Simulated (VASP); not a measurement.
# Pt9Au7 (P1) in VASP: notebook

Runs on Pt9Au7. Level: PBE. Tasks: single point, relaxation of cell and atoms.

All numbers are computed with VASP 6.6.1; they aren't measurements. Logs are shortened: lines on timing, memory, paths and dates and some standing lists are left out, and cuts for length are marked.

## 1. The cell of the first run

The typed cell holds 16 atoms: a = 6.991 Å, b = 7.019 Å, c = 6.992 Å, α = 108.93°, β = 110.39°, γ = 108.96°.

## 2. Single point, PBE

The input, INCAR:

```
ALGO = Fast
EDIFF = 1E-6
ENCUT = 520
GGA = PE
ISIF = 2
ISMEAR = 0
ISYM = 0
LASPH = True
LCHARG = False
LREAL = Auto
LWAVE = False
NBANDS = 98
NELM = 80
PREC = Accurate
SIGMA = 0.1
```

The input, KPOINTS:

```
Automatic mesh
0
Gamma
  2 2 2
  0.5 0.5 0.5
```

The input, POSCAR:

```
Pt9Au7
1.0
   -4.0606602922      4.0580138861     -3.9904169412
    4.0828820038      4.0813738410      3.9915551845
    4.0599684750     -4.0591521294     -3.9908633673
Pt Au
9 7
Direct
    0.2528014411      0.0055133323      0.7582739793
    1.0022500261      0.2524075903      0.7527459554
    0.7521100544      0.4939307174      0.7475010706
    0.2513185599      0.2497305794      0.5016606541
    0.9969044873      0.4938776994      0.5025910759
    0.4995599898      0.2469914675      0.2499106069
    0.0080307670      0.0055641906      0.0032830101
    0.7511189658      0.2496681025      1.0016159832
    0.2381575736      0.7496893690      0.9885988367
    0.4998014063      1.0016819396      0.5008445465
    0.5002950248      0.7498313550      0.7518180519
    0.7506000121      1.0016808766      0.2503250197
    0.7555864679      0.7497294126      0.5060371276
    0.2478135100      0.4977403017      0.2489970375
    1.0012192890      0.7495924904      0.2506420712
    0.4983875814      0.4977334787     -0.0018107321
```

Potentials or basis: VASP PAW PBE potentials, release 64 (Pt, Au).

On the command line:

```console
> cat potpaw_PBE.64/Pt/POTCAR potpaw_PBE.64/Au/POTCAR > POTCAR
> mpirun -np 1 vasp_std > vasp.out
```

OUTCAR:

```text
EDIFF = 1E-6
   ENCUT = 520
   GGA = PE
   ISIF = 2
   ISMEAR = 0
   ISYM = 0
   LASPH = True
   LREAL = Auto
   NELM = 80
   PREC = Accurate

 ion  position               nearest neighbor table
   1  0.253  0.006  0.758-   9 2.77   6 2.80   7 2.81  13 2.83   2 2.84   8 2.84  16 2.84   4 2.86
                            11 2.87  15 2.89  10 2.90   5 2.95
   2  0.002  0.252  0.753-   5 2.80   3 2.80  16 2.83  14 2.83   7 2.83   1 2.84  10 2.86  12 2.86
                             8 2.87   4 2.87   9 2.87  13 2.90
   3  0.752  0.494  0.748-   9 2.77   2 2.80   5 2.81  13 2.84   6 2.84   8 2.84  10 2.84   4 2.85
                            15 2.87  11 2.90  16 2.90   7 2.95
   4  0.251  0.250  0.502-  16 2.83  10 2.83   7 2.84   5 2.84  12 2.85  14 2.85   3 2.85   1 2.86
                             6 2.87   2 2.87  11 2.89  15 2.89
   5  0.997  0.494  0.503-   9 2.77   2 2.80   3 2.81   6 2.83  13 2.84  12 2.84   4 2.84   8 2.86
                            11 2.87  15 2.89  14 2.90   1 2.95
   6  0.500  0.247  0.250-   7 2.80   1 2.80  10 2.83  12 2.83   5 2.83   3 2.84  16 2.86  14 2.86
                             8 2.87   4 2.87   9 2.87  13 2.90
   7  0.008  0.006  0.003-   9 2.77   6 2.80   1 2.81   2 2.83  13 2.84   4 2.84  14 2.84   8 2.86
                            15 2.87  11 2.89  12 2.90   3 2.95
   8  0.751  0.250  0.002-  14 2.83  12 2.83   1 2.84   3 2.84  10 2.85  16 2.85   5 2.86   7 2.86
                             6 2.87   2 2.87  11 2.89  15 2.89
   9  0.238  0.750  0.989-   3 2.77   5 2.77   7 2.77   1 2.77  11 2.87  15 2.87   2 2.87   6 2.87
                            10 2.92  16 2.92  12 2.92  14 2.92
  10  0.500  0.002  0.501-   6 2.83   4 2.83   3 2.84  15 2.84   8 2.85   2 2.86  11 2.87  12 2.88
                            13 2.89   1 2.90  14 2.91   9 2.92
  11  0.500  0.750  0.752-  16 2.84  12 2.84   9 2.87  14 2.87  10 2.87   5 2.87   1 2.87  13 2.88
                             8 2.89   4 2.89   7 2.89   3 2.90
  12  0.751  0.002  0.250-   6 2.83   8 2.83   5 2.84  11 2.84   4 2.85   2 2.86  15 2.87  10 2.88
                            13 2.89   7 2.90  16 2.91   9 2.92
  13  0.756  0.750  0.506-   1 2.83   7 2.84   5 2.84   3 2.84  15 2.88  11 2.88  14 2.89  12 2.89
                            10 2.89  16 2.89   2 2.90   6 2.90
  14  0.248  0.498  0.249-   2 2.83   8 2.83   7 2.84  15 2.84   4 2.85   6 2.86  11 2.87  16 2.88
                            13 2.89   5 2.90  10 2.91   9 2.92
  15  0.001  0.750  0.251-  10 2.84  14 2.84  16 2.87  12 2.87   9 2.87   3 2.87   7 2.87  13 2.88
                             8 2.89   4 2.89   1 2.89   5 2.89
  16  0.498  0.498  0.998-   2 2.83   4 2.83   1 2.84  11 2.84   8 2.85   6 2.86  15 2.87  14 2.88
                            13 2.89   3 2.90  12 2.91   9 2.92

IMPORTANT INFORMATION: All symmetrisations will be switched off!
NOSYMM: (Re-)initialisation of all symmetry stuff for point group C_1.

----------------------------------------------------------------------------------------

                                     Primitive cell

  volume of cell :     264.4889

  direct lattice vectors                    reciprocal lattice vectors
    -4.060660292  4.058013886 -3.990416941    -0.000324685  0.122877774 -0.125310677
     4.082882004  4.081373841  3.991555185     0.122472752  0.122525000 -0.000028090
     4.059968475 -4.059152129 -3.990863367     0.122818631 -0.000317790 -0.125303782

  length of vectors
     6.991413739  7.018550468  6.991927520     0.175504469  0.173239577  0.175458129

  position of ions in fractional coordinates (direct lattice)
     0.252801441  0.005513332  0.758273979
     0.002250026  0.252407590  0.752745955
     0.752110054  0.493930717  0.747501071
     0.251318560  0.249730579  0.501660654
     0.996904487  0.493877699  0.502591076
     0.499559990  0.246991468  0.249910607
[... 8 lines left out ...]
     0.001219289  0.749592490  0.250642071
     0.498387581  0.497733479  0.998189268

  ion indices of the primitive-cell ions
   primitive index   ion index
                 1           1
                 2           2
                 3           3
                 4           4
                 5           5
                 6           6
[... 8 lines left out ...]
                15          15
                16          16

----------------------------------------------------------------------------------------

 KPOINTS: Automatic mesh

Automatic generation of k-mesh.
 Grid dimensions read from file:
 generate k-points for:    2    2    2

 Generating k-lattice:

  Cartesian coordinates                     Fractional coordinates (reciprocal lattice)
    -0.000162343  0.061438887 -0.062655339     0.500000000  0.000000000 -0.000000000
     0.061236376  0.061262500 -0.000014045    -0.000000000  0.500000000 -0.000000000
     0.061409316 -0.000158895 -0.062651891     0.000000000  0.000000000  0.500000000

  Length of vectors
     0.087752235  0.086619789  0.087729064

  Shift w.r.t. Gamma in fractional coordinates (k-lattice)
     0.500000000  0.500000000  0.500000000

 Subroutine IBZKPT returns following result:
 ===========================================

 Found      4 irreducible k-points:

 Following reciprocal coordinates:
            Coordinates               Weight
  0.250000  0.250000  0.250000      2.000000
 -0.250000  0.250000  0.250000      2.000000
  0.250000 -0.250000  0.250000      2.000000
 -0.250000 -0.250000  0.250000      2.000000
   k-points           NKPTS =      4   k-points in BZ     NKDIM =      4   number of bands    NBANDS=     98
   number of dos      NEDOS =    301   number of ions     NIONS =     16
   total plane-waves  NPLWV = 157464
   dimension x,y,z NGX =    54 NGY =   54 NGZ =   54
   dimension x,y,z NGXF=   108 NGYF=  108 NGZF=  108
   ions per type =               9   7
   NGX,Y,Z   is equivalent  to a cutoff of  12.84, 12.79, 12.84 a.u.
   NGXF,Y,Z  is equivalent  to a cutoff of  25.68, 25.58, 25.68 a.u.
 SYSTEM =  unknown system
   PREC   = accura    normal or accurate (medium, high low for compatibility)
   ISTART =      0    job   : 0-new  1-cont  2-samecut
   ICHARG =      2    charge: 1-file 2-atom 10-const
   ISPIN  =      1    spin polarized calculation?
   LNONCOLLINEAR =      F non collinear calculations
   LSORBIT =      F    spin-orbit coupling
   LASPH  =      T    aspherical Exc in radial PAW
   ENCUT  =  520.0 eV  38.22 Ry    6.18 a.u.  13.00 13.05 13.00*2*pi/ulx,y,z
   NELM   =     80;   NELMIN=  2; NELMDL= -5     # of ELM steps
   EDIFF  = 0.1E-05   stopping-criterion for ELM
   LREAL  =      T    real-space projection
   EDIFFG = 0.1E-04   stopping-criterion for IOM
   NSW    =      0    number of steps for IOM
   IBRION =     -1    ionic relax: 0-MD 1-quasi-New 2-CG
   NFREE  =      0    steps in history (QN), initial steepest desc. (CG)
   ISIF   =      2    stress and relaxation
   ISYM   =      0    0-nonsym 1-usesym 2-fastsym
   POTIM  = 0.5000    time-step for ionic-motion
   TEBEG  =    0.0;   TEEND  =   0.0 temperature during run
   PSTRESS=    0.0 pullay stress
   NELECT =     167.0000    total number of electrons
   NUPDOWN=      -1.0000    fix difference up-down
   EMIN   =  10.00;   EMAX   =-10.00  energy-range for DOS
   EFERMI =   0.00;   METHOD = LEGACY
   ISMEAR =     0;   SIGMA  =   0.10  broadening in eV -4-tet -1-fermi 0-gaus
   EFERMI_NEDOS =   21; number of points for ismear=-14 and -15
   IALGO  =     68    algorithm
   IMIX   =      4    mixing-type and parameters
     AMIX     =   0.40;   BMIX     =  1.00
     AMIX_MAG =   1.60;   BMIX_MAG =  1.00
  volume/ion in A,a.u.               =      16.53       111.55
  Fermi-wavevector in a.u.,A,eV,Ry     =   1.404466  2.654055 26.837818  1.972524
  Thomas-Fermi vector in A             =   2.527025
   LORBIT       =      0    0 simple, 1 ext, 2 COOP (PROOUT), +10 PAW based schemes
   GGA     = PE    functional components
   LHFCALC =     F    Hartree Fock is set to
   AEXX    =    0.0000 exact exchange contribution
   IVDW    =     0    specifies the selected vdW correction
   LEPSILON=     F    determine dielectric tensor
   LRPA    =     F    only Hartree local field effects (RPA)
 non-spin polarized calculation
 RMM-DIIS sequential band-by-band and
 Gauss-broadening in eV      SIGMA  =   0.10
  energy-cutoff  :      520.00
  volume of cell :      264.49
 maximum number of plane-waves:      7147
 NGX is ok and might be reduce to    54
   NGX = 25   NGY = 27   NGZ = 25

 number of electron     166.9999993 magnetization

 Free energy of the ion-electron system (eV)
  ---------------------------------------------------
  ext. energy  EPLUGINS =         0.00000000
  ---------------------------------------------------
  free energy    TOTEN  =       -76.72021305 eV

  energy without entropy =      -76.58485624  energy(sigma->0) =      -76.65253464

 E-fermi :   9.3892     XC(G=0): -12.9216

 val. band max:        9.3496966547   @ k =   0.2500  -0.2500   0.2500
 cond. band min:       9.3894164544   @ k =   0.2500   0.2500   0.2500
 fundamental gap:      0.0397197996
 Fermi energy:         9.3891752200

 k-point     1 :       0.2500    0.2500    0.2500
  band No.  band energies     occupation
      1       1.9203      2.00000
      2       1.9987      2.00000
      3       2.0025      2.00000
      4       2.0192      2.00000
      5       3.5181      2.00000
      6       3.5521      2.00000
[... 87 lines left out ...]
     94      12.0269      0.00000
     95      12.0286      0.00000

 k-point     2 :      -0.2500    0.2500    0.2500
  band No.  band energies     occupation
      1       0.8449      2.00000
      2       3.0485      2.00000
      3       3.0638      2.00000
      4       3.1198      2.00000
      5       3.1493      2.00000
      6       3.1810      2.00000
[... 87 lines left out ...]
     94      12.9827      0.00000
     95      13.6271      0.00000

 k-point     3 :       0.2500   -0.2500    0.2500
  band No.  band energies     occupation
      1       0.8754      2.00000
      2       3.0312      2.00000
      3       3.0572      2.00000
      4       3.1116      2.00000
      5       3.1680      2.00000
      6       3.1778      2.00000
[... 87 lines left out ...]
     94      13.0885      0.00000
     95      13.7567      0.00000

 k-point     4 :      -0.2500   -0.2500    0.2500
  band No.  band energies     occupation
      1       0.8456      2.00000
      2       3.0482      2.00000
      3       3.0634      2.00000
      4       3.1199      2.00000
      5       3.1488      2.00000
      6       3.1816      2.00000
[... 87 lines left out ...]
     94      12.9868      0.00000
     95      13.6238      0.00000
 [bands above 95 left out]

------------------------ aborting loop because EDIFF is reached ----------------------------------------

  FORCE on cell =-STRESS in cart. coord.  units (eV):
  Direction    XX          YY          ZZ          XY          YZ          ZX
  --------------------------------------------------------------------------------------
  -------------------------------------------------------------------------------------
  Total       -0.6712772     -0.6193330     -0.4430336      0.2241017     -0.0315327     -0.0213819
  in kB       -4.0663521     -3.7516931     -2.6837356      1.3575264     -0.1910138     -0.1295236
  external PRESSURE =      -3.5005936 kB  Pullay stress =       0.0000000 kB

 VOLUME and BASIS-vectors are now :
 -----------------------------------------------------------------------------
  energy-cutoff  :      520.00
  volume of cell :      264.49
      direct lattice vectors                 reciprocal lattice vectors
    -4.060660292  4.058013886 -3.990416941    -0.000324685  0.122877774 -0.125310677
     4.082882004  4.081373841  3.991555185     0.122472752  0.122525000 -0.000028090
     4.059968475 -4.059152129 -3.990863367     0.122818631 -0.000317790 -0.125303782

 POSITION                                       TOTAL-FORCE (eV/Angst)
 -----------------------------------------------------------------------------------
      2.07454     -2.02958     -4.01294        -0.004810     -0.037354     -0.011909
      4.07754     -2.01621     -2.00559        -0.000240      0.002532      0.002000
      1.99743      2.03377     -4.01286         0.003106      0.034668     -0.009396
      2.03583      0.00278     -2.00811         0.002174     -0.000905      0.008579
      0.00886      4.02106     -4.01250         0.032665      0.004616     -0.012169
     -0.00548      2.02086     -2.00493         0.002402     -0.001196      0.000535
[... 8 lines left out ...]
      4.07315      2.04692      1.98690         0.007985     -0.003682     -0.006664
      4.06102      0.00210     -3.98568         0.003874      0.016875      0.004360
 -----------------------------------------------------------------------------------
    total drift:                                0.003750     -0.002324     -0.015352

  FREE ENERGIE OF THE ION-ELECTRON SYSTEM (eV)
  ---------------------------------------------------
  free  energy   TOTEN  =       -76.7202130456 eV

  energy  without entropy=      -76.5848562404  energy(sigma->0) =      -76.65253464
```

Wall time 5.8 min (1 thread of AMD EPYC 7R43 (Zen 3), shared host); peak memory 0.37 GiB.

Results:

```yaml
Free_energy: -76.7202 eV
Pressure: -0.4 GPa
Largest_force: 0.040 eV/Å
Band_gap_on_the_k_mesh: zero (an odd number of electrons rules out a gap without spin polarisation)
```

Forces on the atoms (eV/Å):
```
Pt  -0.005 -0.037 -0.012
Pt   0.000  0.003  0.002
Pt   0.003  0.035 -0.009
Pt   0.002 -0.001  0.009
Pt   0.033  0.005 -0.012
Pt   0.002 -0.001  0.001
Pt  -0.036 -0.005 -0.012
Pt   0.001  0.001  0.002
Pt   0.002  0.001  0.035
Au  -0.004 -0.018  0.008
Au  -0.010  0.005 -0.006
Au  -0.017 -0.002  0.015
Au  -0.001 -0.002 -0.026
Au   0.017  0.004  0.008
Au   0.008 -0.004 -0.007
Au   0.004  0.017  0.004
```

Levels at points of the mesh, in eV from the Fermi level:
```
           k point  band 82  band 83  band 84  band 85  band 86  band 87
(0.25, 0.25, 0.25)     0.00     0.09     0.12     2.25     2.32     2.33
```

Caveat: the k points lie up to 0.55 Å⁻¹ apart, too coarse for converged energies and pressures of a metal; spin-orbit coupling is left out, which moves the levels of the heavy elements.

## 3. Relaxation of cell and atoms, PBE

This run uses another cell than the first one, of 16.65 Å³/atom.

The input, INCAR:

```
SYSTEM = Pt9Au7
  PREC = Accurate
  ENCUT = 600
  EDIFF = 1E-6
  ISMEAR = 0
  SIGMA = 0.1
  LREAL = Auto
  LASPH = .TRUE.
  NELM = 80
  ALGO = Fast
  ISIF = 3
  LWAVE = .FALSE.
  LCHARG = .FALSE.
  GGA = PE
  IBRION = 2
  NSW = 70
  EDIFFG = -0.04
  ISYM = 0
```

KPOINTS is that of step 2.

The input, POSCAR:

```
Pt9Au7
1.0
   -4.0534492800      4.0534492800     -4.0534492800
    4.0534492800      4.0534492800      4.0534492800
    4.0534492800     -4.0534492800     -4.0534492800
Pt Au
9 7
Direct
    0.2518675286      0.0022827728      0.7462541564
    0.9942867376      0.2441595100      0.7474987148
    0.7510004651      0.5010890056      0.7599494805
    0.2495368035      0.2461214473      0.4991265027
    0.9967283636      0.4994279850      0.4999379986
    0.4996384197      0.2444713698      0.2433999026
    0.0012719191      0.0038138404      0.0043752871
    0.7528752753      0.2469617781      0.9997525181
    0.2511824757      0.7488245172      0.9994026647
    0.4951712449      0.9967596030      0.4969390898
    0.4995127892      0.7531519193      0.7540905741
    0.7541609109      0.9999305543      0.2555909931
    0.7546870516      0.7514922542      0.5033804572
    0.2530740180      0.5050571528      0.2528625118
    0.9996892799      0.7476231287      0.2457410316
    0.5012718738      0.5041960646      0.0047324114
```

Potentials or basis: VASP PAW PBE potentials, release 64 (Pt, Au).

On the command line:

```console
> cat potpaw_PBE.64/Pt/POTCAR potpaw_PBE.64/Au/POTCAR > POTCAR
> mpirun -np 1 vasp_std > vasp.out
```

Run time: 14 min. Hardware: 1 thread of AMD EPYC 9R45 (Zen 5), shared host; peak memory 0.5 GiB.

It converged, with:

- Free energy: -76.7212 eV
- Relaxed volume: 16.50 Å³/atom
- Relaxed cell: a = 6.985 Å, b = 7.016 Å, c = 6.984 Å, α = 109.06°, β = 110.05°, γ = 109.12°
- Space group after relaxing (to 0.1 Å): Fmm2 (No. 42)
- Energy gained by relaxing: 15.9 meV/atom
- Ionic steps: 11
- Pressure after relaxing: 0.0 GPa
- Largest force after relaxing: 0.034 eV/Å
- Band gap on the k mesh: zero (an odd number of electrons rules out a gap without spin polarisation)

Forces on the atoms (eV/Å):
```
Pt  -0.006  0.018 -0.026
Pt  -0.019 -0.011  0.023
Pt   0.013 -0.005 -0.026
Pt  -0.015 -0.007  0.023
Pt   0.006  0.011 -0.013
Pt   0.021  0.008  0.025
Pt   0.027 -0.018 -0.002
Pt  -0.008  0.001  0.019
Pt  -0.014 -0.005 -0.001
Au   0.006 -0.018 -0.017
Au  -0.017 -0.002  0.022
Au   0.006 -0.005 -0.001
Au  -0.010  0.001 -0.020
Au  -0.010  0.016 -0.012
Au   0.007  0.012  0.018
Au   0.014  0.005 -0.013
```

Stress tensor (GPa, compression positive):
```
 0.06  0.02  0.00
 0.02  0.08  0.01
 0.00  0.01 -0.01
```

Step by step:
| step | energy change (eV) | largest force (eV/Å) | pressure (GPa) | volume (Å³) |
| --- | --- | --- | --- | --- |
| 1 | 0.0000 | 1.0239 | -1.76 | 266.40 |
| 2 | -0.1527 | 0.4376 | 3.61 | 259.39 |
| 3 | -0.1561 | 0.5231 | 2.86 | 260.26 |
| 4 | -0.2376 | 0.2321 | -0.28 | 264.57 |
| 5 | -0.2391 | 0.1915 | 0.05 | 264.05 |
| 6 | -0.2455 | 0.1213 | -0.12 | 264.25 |
| 7 | -0.2509 | 0.0939 | -0.46 | 264.66 |
| 8 | -0.2517 | 0.0690 | 0.65 | 263.23 |
| 9 | -0.2527 | 0.0762 | 0.17 | 263.84 |
| 10 | -0.2541 | 0.0458 | 0.12 | 263.94 |
| 11 | -0.2548 | 0.0341 | 0.04 | 264.07 |

Final structure:
```yaml
crystal:
  lattice:
    - [-4.04854, 4.04590, -4.00431]
    - [4.07573, 4.07250, 4.00368]
    - [4.04835, -4.04527, -4.00346]
  atoms:
    - { symbol: Pt, position: [0.25157, 0.00434, 0.75745] }
    - { symbol: Pt, position: [0.00253, 0.25311, 0.75345] }
    - { symbol: Pt, position: [0.75244, 0.49479, 0.74734] }
    - { symbol: Pt, position: [0.25167, 0.25009, 0.50203] }
    - { symbol: Pt, position: [0.99691, 0.49436, 0.50318] }
    - { symbol: Pt, position: [0.49974, 0.24643, 0.24947] }
    - { symbol: Pt, position: [0.00837, 0.00476, 0.00259] }
    - { symbol: Pt, position: [0.75120, 0.24964, 0.00167] }
    - { symbol: Pt, position: [0.23832, 0.74988, 0.98889] }
    - { symbol: Au, position: [0.49957, 0.00193, 0.50064] }
    - { symbol: Au, position: [0.50091, 0.75046, 0.75255] }
    - { symbol: Au, position: [0.75131, 0.00157, 0.25014] }
    - { symbol: Au, position: [0.75464, 0.74971, 0.50545] }
    - { symbol: Au, position: [0.24737, 0.49771, 0.24955] }
    - { symbol: Au, position: [0.00119, 0.74917, 0.25093] }
    - { symbol: Au, position: [0.49821, 0.49738, 0.99770] }
```

Levels at points of the mesh, in eV from the Fermi level:
```csv
k point,band 82,band 83,band 84,band 85,band 86,band 87
"(0.25, 0.25, 0.25)",0.00,0.09,0.12,2.25,2.33,2.35
```

Caveat: the k points lie up to 0.55 Å⁻¹ apart in the final cell, too coarse for converged energies and pressures of a metal; spin-orbit coupling is left out, which moves the levels of the heavy elements.

The gap in the log of VASP goes by the Fermi energy; the results here count the filled bands.